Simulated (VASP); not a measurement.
**K: single point with PBE**

System: K, a slab with vacuum.

```
CELL_PARAMETERS angstrom
8.13751 0.00000 0.00000
0.00000 7.76632 0.00000
0.00000 0.00000 20.00000
ATOMIC_POSITIONS crystal
K 0.33333 0.75000 0.50000
K 0.66667 0.25000 0.50000
```

* Program: VASP 6.6.1
* Task: single point
* Functional: PBE
* Potentials or basis: VASP PAW PBE potentials, release 64 (K_sv)
* Cutoff: 520 eV
* k mesh: 4 × 5 × 1
* Occupations: fermi-dirac, width 0.05 eV
* Spin: no spin polarisation

```json
{"Largest force": "0.061 eV/Å"}
```

Forces in eV/Å, atoms in the order of the input:
```
K    0.061  0.000  0.000
K   -0.061  0.000  0.000
```

Levels at points of the mesh, in eV from the Fermi level:
| k point | band 5 | band 6 | band 7 | band 8 | band 9 | band 10 | band 11 | band 12 | band 13 | band 14 |
| --- | --- | --- | --- | --- | --- | --- | --- | --- | --- | --- |
| (0.00, 0.00, 0.00) | -16.29 | -16.28 | -16.28 | -16.26 | -0.85 | 0.93 | 1.48 | 1.61 | 1.62 | 1.69 |
| (0.50, 0.00, 0.00) | -16.28 | -16.28 | -16.28 | -16.26 | -0.50 | 0.13 | 1.25 | 1.66 | 1.80 | 2.07 |

Run time: 6 min on 1 thread of Intel(R) Xeon(R) Platinum 8488C (Sapphire Rapids) (shared host), peak memory 1 GiB.
